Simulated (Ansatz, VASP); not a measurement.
## TaN: VASP beside Ansatz

```
Ta N
1.0
     0.00000    2.17900    2.17900
     2.17900    0.00000    2.17900
     2.17900    2.17900    0.00000
Ta N
1 1
Cartesian
  2.1790 2.1790 2.1790
  0.0000 0.0000 -0.0625
```

Change from the starting cell: all N atoms moved +0.062 Å, as atom 2 towards its neighbour atom 1 (Ta) at 2.179 Å.

Alike in both runs: task single point; functional r2SCAN; k mesh 18 × 18 × 18; occupations gaussian, width 0.15 eV; no spin polarisation.

|  | VASP | Ansatz |
| --- | --- | --- |
| version | VASP 6.6.1 | Ansatz 0.2.0 |
| potentials or method | VASP PAW PBE potentials, release 64 (Ta_pv, N), cutoff 520 eV | scalar-relativistic, plane waves, PAW |
| valence electrons in the cell | 16 | 18 |

Ansatz gave:

```
gap on the k mesh at the Fermi level (eV)                     : none
pressure (GPa)                                                : 10.5
traceless stress, the component that is largest in VASP (GPa) : 1.39
rms of the force components (eV/Å)                            : 0.326
```

Which values does VASP return?

gap on the k mesh at the Fermi level (eV): none; pressure (GPa): 12.6; traceless stress, the component that is largest in VASP (GPa): 1.43; rms of the force components (eV/Å): 0.316.

VASP's potentials were made for PBE, not for r2SCAN. Atom by atom the forces differ by 0.010 eV/Å (rms over components). A gap of «none» marks a metal or a gap that the smearing closes. VASP's potentials hold 16 valence electrons a cell and Ansatz's 18, so a difference there can come from the potentials and not from the codes.

Neither program's run includes spin-orbit coupling.
